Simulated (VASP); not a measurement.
Here is a VASP 6.6.1 calculation.

File INCAR:

```
ALGO     = Normal         # electronic algorithm
EDIFF    = 1E-6           # SCF threshold, eV
ENCUT    = 520            # plane-wave cutoff, eV
GGA      = PS             # functional
ISIF     = 2              # what is computed and relaxed
ISMEAR   = -1             # smearing method
ISPIN    = 2              # spin polarisation
LASPH    = T              # aspherical terms in the spheres
LCHARG   = F              # write CHGCAR
LMAXMIX  = 4              # l up to which the mixer works
LORBIT   = 11             # projections on sites
LREAL    = F              # projectors in reciprocal space
LWAVE    = F              # write WAVECAR
MAGMOM   = 3.2 3.2        # initial moments
NBANDS   = 20             # bands
NELM     = 150            # most SCF steps
PREC     = Accurate       # precision mode
SIGMA    = 0.02           # smearing width, eV
```

The input KPOINTS:

```
k-points
0
Gamma
  6 6 3
```

POSCAR

```
Co
1.0
    2.5074000000      0.0000000000      0.0000000000
   -1.2537000000      2.1714700000      0.0000000000
    0.0000000000      0.0000000000      4.0699000000
Co
2
Direct
    0.3333333333      0.6666666667      0.2500000000
    0.6666666667      0.3333333333      0.7500000000
```

Potentials or basis: VASP PAW PBE potentials, release 64 (Co).

Launch:

```bash
$ cat potpaw_PBE.64/Co/POTCAR > POTCAR
$ mpirun -np 1 vasp_std > vasp.out
```

Problem. Predict the pressure.

Solution. -14.1 GPa.

Problem. What does it give for the net moment?

Solution. 3.33 μB per cell.

Stress tensor (GPa, compression positive):
```
-15.67   0.00   0.00
  0.00 -15.67   0.00
  0.00   0.00 -11.00
```

Caveat: the k points lie up to 0.51 Å⁻¹ apart; the PAW data sets were made with another functional, which shifts forces and pressure a little.
